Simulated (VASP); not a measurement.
Wanted: the native input for a VASP 6.6.1 run.

```yaml
Task: single point
Functional: PBE
Potentials_or_basis: VASP PAW PBE potentials, release 64 (H, Mo_sv)
Cutoff: 520 eV
k_mesh: 6 × 6 × 4
Occupations: gaussian, width 0.1 eV
Spin: no spin polarisation
Dipole_correction: no
Further_INCAR_settings: ALGO = Normal; EDIFF = 1e-07; NBANDS = 18
```

The structure of MoH5 lies in POSCAR:

```
MoH5
1.0
    3.7067389000      0.0000000000      0.0000000000
    0.0000000000      3.7067389000      0.0000000000
    0.0000000000      0.0000000000      4.9712583400
H Mo
5 1
Direct
    0.3489060900      0.0000000000      0.5454677300
    0.6510939100      0.0000000000      0.5454677300
    0.0000000000      0.3489060900      0.5454677300
    0.0000000000      0.6510939100      0.5454677300
    0.5000000000      0.5000000000      0.7357092000
    0.5000000000      0.5000000000      0.1278882800
```

One way to write it, as run:

INCAR

```
SYSTEM = MoH5
PREC = Accurate
ENCUT = 520
EDIFF = 1E-7
ISMEAR = 0
SIGMA = 0.1
LREAL = .FALSE.
LASPH = .TRUE.
NELM = 60
ALGO = Normal
ISIF = 2
LWAVE = .FALSE.
LCHARG = .FALSE.
GGA = PE
NBANDS = 18
```

KPOINTS

```
Automatic mesh
0
G
  6 6 4
  0 0 0
```

Potentials or basis: VASP PAW PBE potentials, release 64 (H, Mo_sv).

Run with:

```console
$ cat potpaw_PBE.64/H/POTCAR potpaw_PBE.64/Mo_sv/POTCAR > POTCAR
$ mpirun -np 1 vasp_std > vasp.out
```

It gave:

```json
{"Pressure": "-18.0 GPa", "Largest force": "2.782 eV/Å"}
```

Caveat: forces of over 1 eV/Å act on the atoms, so gaps and moduli don't describe the material at rest.

Run time: 25 s on 1 thread of AMD EPYC 7R13 Processor (Zen 3) (shared host), peak memory 0.16 GiB.
